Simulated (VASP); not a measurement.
Runs of VASP 6.6.1 on Si. The structure is that of space group I4_1/amd (No. 141), or close to it. The cells are those of the table. 

| cell | gap on the mesh (eV) | pressure (GPa) |
| --- | --- | --- |
| a = 3.901, b = 3.901, c = 3.683 Å, angles 61.8, 61.8, 56.3°, 2 atoms | none | (a) |
| a = 3.762, b = 3.762, c = 3.961 Å, angles 58.2, 58.2, 63.5°, 2 atoms | none | -0.5 |
| a = 3.795, b = 3.795, c = 4.122 Å, angles 57.1, 57.1, 65.8°, 2 atoms | none | -5.2 |
| a = 3.717, b = 3.717, c = 3.850 Å, angles 58.8, 58.8, 62.4°, 2 atoms | none | 5.1 |
| a = 3.743, b = 3.743, c = 3.605 Å, angles 61.2, 61.2, 57.6°, 2 atoms | none | (b) |

Alike in all rows: task single point; level LDA; potentials or basis VASP PAW LDA potentials, release 64 (Si); no spin polarisation; k mesh 12 × 12 × 12; cutoff (eV) 520; smearing gaussian 0.05 eV.

Estimate the missing entries.

(a) -0.3; (b) 11.8.

A gap of «none» marks levels without a gap at the run's occupations.
